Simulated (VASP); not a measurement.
# PtSe2 (P-3m1) in VASP: further runs

The runs below take PtSe2 through relaxation of cell and atoms, single point, with r2SCAN+rVV10, PBE0.

All numbers are computed with VASP 6.6.1; they aren't measurements. Logs are shortened: lines on timing, memory, paths and dates and some standing lists are left out, and cuts for length are marked.

## 1. The cell of the first run

The structure is trigonal, space group P-3m1 (No. 164). Conventional cell: a = 3.772 Å, b = 3.772 Å, c = 4.827 Å, α = 90.00°, β = 90.00°, γ = 120.00°. Within 3.3 Å of Pt (site symmetry -3m) lie 6 Se at 2.53 Å. Within 3.4 Å of Se (site symmetry 3m) lie 3 Pt at 2.53 Å and 6 Se at 3.14 to 3.36 Å.

## 2. Relaxation of cell and atoms, r2SCAN+rVV10

Contents of POSCAR:

```
PtSe2
1.0
    3.7715575124      0.0000000000      0.0000000000
   -1.8857787562      3.2662646176      0.0000000000
    0.0000000000      0.0000000000      4.8273830646
Pt Se
1 2
Direct
    0.0000000000      0.0000000000      0.0000000000
    0.3333333333      0.6666666667      0.2650518669
    0.6666666667      0.3333333333      0.7349481331
```

Contents of INCAR.step1:

```
ALGO = Normal ; EDIFF = 1E-4
ENCUT = 600 ; GGA = PE
ISMEAR = -1 ; LASPH = True
LCHARG = False ; LREAL = False
LWAVE = True ; NELM = 100
PREC = Accurate ; SIGMA = 0.02
```

Contents of INCAR.step2:

```
ALGO = Normal ; BPARAM = 11.95
CPARAM = 0.0093 ; EDIFF = 1E-6
EDIFFG = -0.005 ; ENCUT = 600
IBRION = 2 ; ISIF = 3
ISMEAR = -1 ; ISTART = 1
IVDW_NL = 2 ; LASPH = True
LCHARG = False ; LMIXTAU = True
LREAL = False ; LUSE_VDW = True
LWAVE = False ; METAGGA = R2SCAN
NELM = 100 ; NSW = 80
PREC = Accurate ; SIGMA = 0.02
```

Contents of KPOINTS:

```
k-points
0
Gamma
  12 12 6
```

Potentials or basis: VASP PAW PBE potentials, release 64 (Pt, Se).

Command:

```
> cat potpaw_PBE.64/Pt/POTCAR potpaw_PBE.64/Se/POTCAR > POTCAR
> cp INCAR.step1 INCAR
> mpirun -np 1 vasp_std > vasp.out
> cp INCAR.step2 INCAR
> mpirun -np 1 vasp_std > vasp.out
```

OUTCAR:

```text
BPARAM = 11.95
   EDIFF = 1E-6
   EDIFFG = -0.005
   ENCUT = 600
   IBRION = 2
   ISIF = 3
   ISMEAR = -1
   ISTART = 1
   IVDW_NL = 2
   LASPH = True
   LREAL = False
   METAGGA = R2SCAN
   NELM = 100
   NSW = 80
   PREC = Accurate

 ion  position               nearest neighbor table
   1  0.000  0.000  0.000-   2 2.53   3 2.53   3 2.53   2 2.53   3 2.53   2 2.53
   2  0.333  0.667  0.265-   1 2.53   1 2.53   1 2.53
   3  0.667  0.333  0.735-   1 2.53   1 2.53   1 2.53

  LATTYP: Found a hexagonal cell.
 ALAT       =     3.7715575124
 C/A-ratio  =     1.2799441739

  Lattice vectors:

 A1 = (   3.7715575124,   0.0000000000,   0.0000000000)
 A2 = (  -1.8857787562,   3.2662646176,   0.0000000000)
 A3 = (   0.0000000000,   0.0000000000,   4.8273830646)

Analysis of symmetry for initial positions (statically):
=====================================================================
 Subroutine PRICEL returns:
 Original cell was already a primitive cell.

 Routine SETGRP: Setting up the symmetry group for a
 hexagonal supercell.

 Subroutine GETGRP returns: Found 12 space group operations
 (whereof 12 operations were pure point group operations)
 out of a pool of 24 trial point group operations.

The static configuration has the point symmetry D_3d.

Analysis of symmetry for dynamics (positions and initial velocities):
=====================================================================
 Subroutine PRICEL returns:
 Original cell was already a primitive cell.

 Routine SETGRP: Setting up the symmetry group for a
 hexagonal supercell.

 Subroutine GETGRP returns: Found 12 space group operations
 (whereof 12 operations were pure point group operations)
 out of a pool of 24 trial point group operations.

The dynamic configuration has the point symmetry D_3d.

 Subroutine INISYM returns: Found 12 space group operations
 (whereof 12 operations are pure point group operations),
 and found     1 'primitive' translations

----------------------------------------------------------------------------------------

                                     Primitive cell

  volume of cell :      59.4681

  direct lattice vectors                    reciprocal lattice vectors
     3.771557512  0.000000000  0.000000000     0.265142450  0.153080065  0.000000000
    -1.885778756  3.266264618  0.000000000     0.000000000  0.306160130  0.000000000
     0.000000000  0.000000000  4.827383065     0.000000000  0.000000000  0.207151574

  length of vectors
     3.771557512  3.771557512  4.827383065     0.306160130  0.306160130  0.207151574

  position of ions in fractional coordinates (direct lattice)
     0.000000000  0.000000000  0.000000000
     0.333333333  0.666666667  0.265051867
     0.666666667  0.333333333  0.734948133

  ion indices of the primitive-cell ions
   primitive index   ion index
                 1           1
                 2           2
                 3           3

----------------------------------------------------------------------------------------

 KPOINTS: k-points

Automatic generation of k-mesh.
 Grid dimensions read from file:
 generate k-points for:   12   12    6

 Generating k-lattice:

  Cartesian coordinates                     Fractional coordinates (reciprocal lattice)
     0.022095204  0.012756672  0.000000000     0.083333333 -0.000000000  0.000000000
     0.000000000  0.025513344  0.000000000     0.000000000  0.083333333  0.000000000
     0.000000000  0.000000000  0.034525262     0.000000000  0.000000000  0.166666667

  Length of vectors
     0.025513344  0.025513344  0.034525262

  Shift w.r.t. Gamma in fractional coordinates (k-lattice)
     0.000000000  0.000000000  0.000000000

 Subroutine IBZKPT returns following result:
 ===========================================

 Found    100 irreducible k-points:

 Following reciprocal coordinates:
            Coordinates               Weight
  0.000000  0.000000  0.000000      1.000000
  0.083333 -0.000000  0.000000      6.000000
  0.166667  0.000000  0.000000      6.000000
  0.250000 -0.000000  0.000000      6.000000
  0.333333 -0.000000  0.000000      6.000000
  0.416667 -0.000000  0.000000      6.000000
[... 16 lines left out ...]
  0.166667  0.000000  0.166667      6.000000
  0.000000  0.166667  0.166667      6.000000
 [... further k-points ...]
   k-points           NKPTS =    100   k-points in BZ     NKDIM =    100   number of bands    NBANDS=     15
   number of dos      NEDOS =    301   number of ions     NIONS =      3
   total plane-waves  NPLWV =  36000
   dimension x,y,z NGX =    30 NGY =   30 NGZ =   40
   dimension x,y,z NGXF=    60 NGYF=   60 NGZF=   80
   ions per type =               1   2
   NGX,Y,Z   is equivalent  to a cutoff of  13.22, 13.22, 13.78 a.u.
   NGXF,Y,Z  is equivalent  to a cutoff of  26.45, 26.45, 27.55 a.u.
 SYSTEM =  unknown system
   PREC   = accura    normal or accurate (medium, high low for compatibility)
   ISTART =      1    job   : 0-new  1-cont  2-samecut
   ICHARG =      0    charge: 1-file 2-atom 10-const
   ISPIN  =      1    spin polarized calculation?
   LNONCOLLINEAR =      F non collinear calculations
   LSORBIT =      F    spin-orbit coupling
   LASPH  =      T    aspherical Exc in radial PAW
   ENCUT  =  600.0 eV  44.10 Ry    6.64 a.u.   7.53  7.53  9.64*2*pi/ulx,y,z
   NELM   =    100;   NELMIN=  2; NELMDL=  0     # of ELM steps
   EDIFF  = 0.1E-05   stopping-criterion for ELM
   LREAL  =      F    real-space projection
   EDIFFG = -.5E-02   stopping-criterion for IOM
   NSW    =     80    number of steps for IOM
   IBRION =      2    ionic relax: 0-MD 1-quasi-New 2-CG
   NFREE  =      1    steps in history (QN), initial steepest desc. (CG)
   ISIF   =      3    stress and relaxation
   ISYM   =      2    0-nonsym 1-usesym 2-fastsym
   POTIM  = 0.5000    time-step for ionic-motion
   TEBEG  =    0.0;   TEEND  =   0.0 temperature during run
   PSTRESS=    0.0 pullay stress
   NELECT =      22.0000    total number of electrons
   NUPDOWN=      -1.0000    fix difference up-down
   EMIN   =  10.00;   EMAX   =-10.00  energy-range for DOS
   EFERMI =   0.00;   METHOD = LEGACY
   ISMEAR =    -1;   SIGMA  =   0.02  broadening in eV -4-tet -1-fermi 0-gaus
   EFERMI_NEDOS =   21; number of points for ismear=-14 and -15
   IALGO  =     38    algorithm
   IMIX   =      4    mixing-type and parameters
     AMIX     =   0.40;   BMIX     =  1.00
     AMIX_MAG =   1.60;   BMIX_MAG =  1.00
  volume/ion in A,a.u.               =      19.82       133.77
  Fermi-wavevector in a.u.,A,eV,Ry     =   1.175225  2.220854 18.791745  1.381154
  Thomas-Fermi vector in A             =   2.311609
   LORBIT       =      0    0 simple, 1 ext, 2 COOP (PROOUT), +10 PAW based schemes
   METAGGA = R2SCAN    functional components
   LHFCALC =     F    Hartree Fock is set to
   AEXX    =    0.0000 exact exchange contribution
   IVDW_NL    =     2    kernel type
   BPARAM     =11.9500
   IVDW    =     0    specifies the selected vdW correction
   LEPSILON=     F    determine dielectric tensor
   LRPA    =     F    only Hartree local field effects (RPA)
 conjugate gradient relaxation of ions
 non-spin polarized calculation
  energy-cutoff  :      600.00
  volume of cell :       59.47
 maximum number of plane-waves:      2004
   NGX = 15   NGY = 15   NGZ = 19

--------------------------------------- Ionic step        1  -------------------------------------------

 number of electron      22.0000002 magnetization

 Free energy of the ion-electron system (eV)
  ---------------------------------------------------
  ext. energy  EPLUGINS =         0.00000000
  ---------------------------------------------------
  free energy    TOTEN  =       -80.97655189 eV

  energy without entropy =      -80.97496411  energy(sigma->0) =      -80.97575800

------------------------ aborting loop because EDIFF is reached ----------------------------------------

  FORCE on cell =-STRESS in cart. coord.  units (eV):
  Direction    XX          YY          ZZ          XY          YZ          ZX
  --------------------------------------------------------------------------------------
  -------------------------------------------------------------------------------------
  Total        0.0496842      0.0496842      0.6743037      0.0000000      0.0000000      0.0000000
  in kB        1.3385810      1.3385810     18.1669602      0.0000000      0.0000000      0.0000000
  external PRESSURE =       6.9480407 kB  Pullay stress =       0.0000000 kB
[... 92 lines left out ...]
  FREE ENERGIE OF THE ION-ELECTRON SYSTEM (eV)
  ---------------------------------------------------
  free  energy   TOTEN  =       -80.9918228099 eV

  energy  without entropy=      -80.9902736573  energy(sigma->0) =      -80.99104823

[... ionic steps 4 to 13 ...]

--------------------------------------- Ionic step       14  -------------------------------------------

 number of electron      22.0000002 magnetization

------------------------ aborting loop because EDIFF is reached ----------------------------------------
[... 69 lines left out ...]
--------------------------------------- Ionic step       16  -------------------------------------------

 number of electron      22.0000002 magnetization

 Free energy of the ion-electron system (eV)
  ---------------------------------------------------
  ext. energy  EPLUGINS =         0.00000000
  ---------------------------------------------------
  free energy    TOTEN  =       -81.01350271 eV

  energy without entropy =      -81.01320254  energy(sigma->0) =      -81.01335263

 E-fermi :   5.7698     XC(G=0): -11.0235

 val. band max:        5.7222180903   @ k =   0.0833  -0.0000   0.0000
 cond. band min:       5.7981697428   @ k =   0.0000   0.2500   0.3333
 fundamental gap:      0.0759516526
 Fermi energy:         5.7697551400

 k-point     1 :       0.0000    0.0000    0.0000
  band No.  band energies     occupation
      1     -10.2878      2.00000
      2      -7.7290      2.00000
      3      -1.4940      2.00000
      4      -0.7754      2.00000
      5      -0.7754      2.00000
      6       1.5857      2.00000
      7       1.5857      2.00000
      8       2.9664      2.00000
      9       4.6042      2.00000
     10       4.6042      2.00000
     11       5.8526      0.03131
     12       7.3165      0.00000
     13       7.3165      0.00000
     14       9.9721      0.00000
[... 401 lines left out ...]
      2      -7.9724      2.00000
      3      -1.1480      2.00000
      4      -0.6093      2.00000
      5      -0.3722      2.00000
      6       1.0215      2.00000
      7       1.4187      2.00000
      8       2.4250      2.00000
      9       3.8144      2.00000
     10       4.5337      2.00000
     11       5.6154      1.99911
     12       6.5849      0.00000
     13       6.9796      0.00000
     14      10.8559      0.00000
     15      11.5544      0.00000

 [... further k-points ...]

------------------------ aborting loop because EDIFF is reached ----------------------------------------

  FORCE on cell =-STRESS in cart. coord.  units (eV):
  Direction    XX          YY          ZZ          XY          YZ          ZX
  --------------------------------------------------------------------------------------
  -------------------------------------------------------------------------------------
  Total        0.0069418      0.0069418     -0.0037285     -0.0000000      0.0000000      0.0000000
  in kB        0.1740544      0.1740544     -0.0934859     -0.0000000      0.0000000      0.0000000
  external PRESSURE =       0.0848743 kB  Pullay stress =       0.0000000 kB
[... 18 lines left out ...]
  FREE ENERGIE OF THE ION-ELECTRON SYSTEM (eV)
  ---------------------------------------------------
  free  energy   TOTEN  =       -81.0135027129 eV

  energy  without entropy=      -81.0132025444  energy(sigma->0) =      -81.01335263

 reached required accuracy - stopping structural energy minimisation
```

Run time: 39 min. Hardware: 1 thread of AMD EPYC 9R45 (Zen 5), shared host; peak memory 0.42 GiB.

What came out:

```
Free energy                           : -81.0135 eV
Relaxed volume                        : 21.30 Å³/atom
Relaxed cell                          : a = 3.732 Å, b = 3.732 Å, c = 5.297 Å, α = 90.00°, β = 90.00°, γ = 120.00°
Space group after relaxing (to 0.1 Å) : P-3m1 (No. 164)
Energy gained by relaxing             : 12.3 meV/atom
Ionic steps                           : 16
Pressure after relaxing               : 0.0 GPa
Band gap on the k mesh                : zero (bands 11 and 12 overlap by 0.05 eV)
```

Forces on the atoms (eV/Å):
```
Pt   0.000  0.000  0.000
Se   0.000  0.000 -0.002
Se   0.000  0.000  0.002
```

Step by step:
```csv
step,energy change (eV),largest force (eV/Å),pressure (GPa),volume (Å³)
1,0.0000,0.1789,0.69,59.47
2,-0.0085,0.2114,-0.21,60.21
3,-0.0153,0.3077,-2.10,62.00
4,-0.0179,0.2867,-1.93,62.06
5,-0.0248,0.2227,-1.44,62.24
6,-0.0336,0.0826,-0.37,62.59
7,-0.0303,0.2208,2.07,63.23
8,-0.0356,0.0397,0.60,62.85
9,-0.0362,0.0246,0.40,63.09
10,-0.0369,0.0126,-0.06,63.70
11,-0.0369,0.0155,-0.08,63.75
12,-0.0369,0.0209,-0.14,63.83
13,-0.0369,0.0188,-0.12,63.80
14,-0.0369,0.0111,-0.05,63.85
15,-0.0369,0.0012,0.04,63.92
16,-0.0370,0.0021,0.01,63.90
```

Final structure:
```
Pt Se
1.0
     3.73209    0.00000    0.00000
    -1.86605    3.23209    0.00000
     0.00000    0.00000    5.29742
Pt Se
1 2
Direct
  0.00000 0.00000 0.00000
  0.33333 0.66667 0.24568
  0.66667 0.33333 0.75432
```

Caveat: the PAW data sets were made with another functional, which shifts forces and pressure a little; spin-orbit coupling is left out, which moves the levels of the heavy elements.

## 3. Single point, PBE0

This run uses another cell than the first one, of 21.18 Å³/atom.

Contents of POSCAR:

```
PtSe2
1.0
    3.7286503637      0.0000000000      0.0000000000
   -1.8643251819      3.2291059368      0.0000000000
    0.0000000000      0.0000000000      5.2771566385
Pt Se
1 2
Direct
    0.0000000000      0.0000000000      0.0000000000
    0.3333333333      0.6666666667      0.2462188963
    0.6666666667      0.3333333333      0.7537811037
```

Contents of INCAR.step1:

```
PREC = Accurate ; ENCUT = 520
EDIFF = 1E-5 ; ISMEAR = -1
SIGMA = 0.02 ; LREAL = False
LASPH = True ; NELM = 100
ALGO = Normal ; ISIF = 2
LWAVE = True ; NBANDS = 18
GGA = PE ; KPAR = 4
```

Contents of INCAR.step2:

```
PREC = Accurate ; ENCUT = 520
EDIFF = 1E-7 ; ISMEAR = -1
SIGMA = 0.02 ; LREAL = False
LASPH = True ; NELM = 100
ALGO = Normal ; ISIF = 2
LWAVE = False ; LCHARG = True
GGA = PE ; LHFCALC = True
AEXX = 0.25 ; PRECFOCK = Normal
LVHAR = True ; NBANDS = 18
ISTART = 1 ; KPAR = 4
```

Contents of KPOINTS:

```
regular mesh
0
Gamma
  6 6 4
```

Potentials or basis: VASP PAW PBE potentials, release 64 (Pt, Se).

Command:

```
> cat potpaw_PBE.64/Pt/POTCAR potpaw_PBE.64/Se/POTCAR > POTCAR
> cp INCAR.step1 INCAR
> mpirun -np 4 vasp_std > vasp.out
> cp INCAR.step2 INCAR
> mpirun -np 4 vasp_std > vasp.out
```

It took 43 min on 4 MPI ranks of Oxide Virtual Turin-like, shared host; peak memory 0.19 GiB.

It converged, with:

```
Free energy            : -18.7979 eV
Pressure               : -0.8 GPa
Largest force          : 0.332 eV/Å
Band gap on the k mesh : 0.81 eV (least direct gap 2.01 eV)
```

Forces on the atoms (eV/Å):
```
Pt   0.000  0.000  0.000
Se   0.000  0.000 -0.332
Se   0.000  0.000  0.332
```

Stress tensor (GPa, compression positive):
```
-1.12  0.00  0.00
 0.00 -1.12  0.00
 0.00  0.00 -0.26
```

Levels at points of the mesh, in eV from the valence-band top:
| k point | band 7 | band 8 | band 9 | band 10 | band 11 | band 12 | band 13 | band 14 | band 15 | band 16 |
| --- | --- | --- | --- | --- | --- | --- | --- | --- | --- | --- |
| (0.00, 0.00, 0.00) | -5.25 | -3.71 | -1.45 | -1.45 | 0.00 | 2.31 | 2.31 | 4.83 | 5.27 | 8.62 |
| (0.50, 0.00, 0.00) | -4.78 | -4.61 | -4.28 | -4.00 | -3.86 | 1.56 | 3.15 | 5.78 | 6.83 | 8.17 |
| (0.00, 0.00, 0.50) | -5.27 | -3.47 | -2.57 | -1.81 | -1.81 | 3.08 | 3.08 | 5.84 | 7.42 | 8.12 |
| (0.50, 0.00, 0.50) | -4.78 | -4.67 | -4.34 | -3.40 | -2.01 | 1.90 | 2.45 | 5.47 | 5.89 | 8.08 |

Caveat: the PAW data sets were made with another functional, which shifts forces and pressure a little; spin-orbit coupling is left out, which moves the levels of the heavy elements.

The gap in the log of VASP goes by the Fermi energy; the results here count the filled bands.